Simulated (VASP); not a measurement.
Set up this calculation in VASP 6.6.1, as the native input.

| Item | Value |
| --- | --- |
| Task | relaxation of cell and atoms |
| Functional | revPBE |
| Dispersion | D4 |
| Potentials or basis | VASP PAW PBE potentials, release 64 (Bi_d, Te) |
| Cutoff | 600 eV |
| k mesh | 7 × 7 × 7 |
| Occupations | fermi-dirac, width 0.05 eV |
| Spin | no spin polarisation |
| Dipole correction | no |
| Further INCAR settings | ALGO = Normal; EDIFF = 1e-07; IBRION = 2; EDIFFG = -0.01; NSW = 60; ISIF = 3 |

The structure of BiTe lies in POSCAR:

```
BiTe
1.0
    0.0000000000      3.2350000000      3.2350000000
    3.2350000000      0.0000000000      3.2350000000
    3.2350000000      3.2350000000      0.0000000000
Bi Te
1 1
Direct
    0.0000000000      0.0000000000      0.0000000000
    0.5000000000      0.5000000000      0.5000000000
```

The input as run:

INCAR

```
PREC = Accurate ; ENCUT = 600
EDIFF = 1E-7 ; ISMEAR = -1
SIGMA = 0.05 ; LREAL = F
LASPH = T ; NELM = 60
ALGO = Normal ; ISIF = 3
LWAVE = F ; LCHARG = F
GGA = RE ; IVDW = 13
IBRION = 2 ; NSW = 60
EDIFFG = -0.01
```

KPOINTS

```
regular mesh
0
Gamma
  7 7 7
```

Potentials or basis: VASP PAW PBE potentials, release 64 (Bi_d, Te).

Command:

```sh
$ cat potpaw_PBE.64/Bi_d/POTCAR potpaw_PBE.64/Te/POTCAR > POTCAR
$ mpirun -np 1 vasp_std > vasp.out
```

It gave:

```json
{"Relaxed volume": "32.70 Å³/atom", "Relaxed cell": "a = 4.523 Å, b = 4.523 Å, c = 4.523 Å, α = 60.00°, β = 60.00°, γ = 60.00°", "Space group after relaxing (to 0.05 Å)": "Fm-3m (No. 225)", "Energy gained by relaxing": "6.3 meV/atom", "Ionic steps": "3", "Pressure after relaxing": "0.0 GPa", "Dispersion energy per atom": "-0.780 eV"}
```

Caveat: the PAW data sets were made with another functional, which shifts forces and pressure a little; pairwise dispersion overbinds metals, which lowers pressure and volume.

It took 60 s on 1 thread of Intel Xeon 6975P-C, with other jobs on the host, peak memory 0.25 GiB.
